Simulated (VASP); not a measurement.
TiAl3F, 5 atoms in the cell. It takes space group P4/mmm (No. 123, tetragonal). The conventional cell has a = 2.955 Å, b = 2.955 Å, c = 10.482 Å, α = 90.00°, β = 90.00°, γ = 90.00°. Within 3.5 Å of Ti (site symmetry 4/mmm) lie 2 Al at 2.67 Å and 4 Ti at 2.96 Å. Al (site symmetry 4/mmm) has 4 F at 2.09 Å within 2.8 Å. Within 3.4 Å of Al (site symmetry 4mm) lie 1 F at 2.58 Å and 1 Ti at 2.67 Å and 8 Al at 2.96 to 3.32 Å. F (site symmetry 4/mmm) has 6 Al at 2.09 to 2.58 Å within 2.8 Å. The cell was built from a structure type or drawn by symmetry, and may not be a known phase.

* Program: VASP 6.6.1
* Task: single point
* Functional: PBE
* Potentials or basis: VASP PAW PBE potentials, release 64 (Ti_sv, Al, F)
* Cutoff: 520 eV
* k mesh: 6 × 6 × 2
* Occupations: gaussian, width 0.1 eV
* Spin: collinear spin
* Starting moments: [0.19, 0.0, 0.0, 0.0, 0.0] μB
* Dipole correction: no
* Further INCAR settings: ALGO = Normal; EDIFF = 1e-06; NBANDS = 26

Potentials or basis: VASP PAW PBE potentials, release 64 (Ti_sv, Al, F).

Command:

```sh
$ cat potpaw_PBE.64/Ti_sv/POTCAR potpaw_PBE.64/Al/POTCAR potpaw_PBE.64/F/POTCAR > POTCAR
$ mpirun -np 1 vasp_std > vasp.out
```

Hardware: 1 thread of Intel(R) Xeon(R) 6975P-C (Granite Rapids), with other jobs on the host.

Estimate the wall time of this run.

Run time: 51 s on 1 thread of Intel(R) Xeon(R) 6975P-C (Granite Rapids), with other jobs on the host, peak memory 0.26 GiB. Counts: scf iterations 20, k points 20.
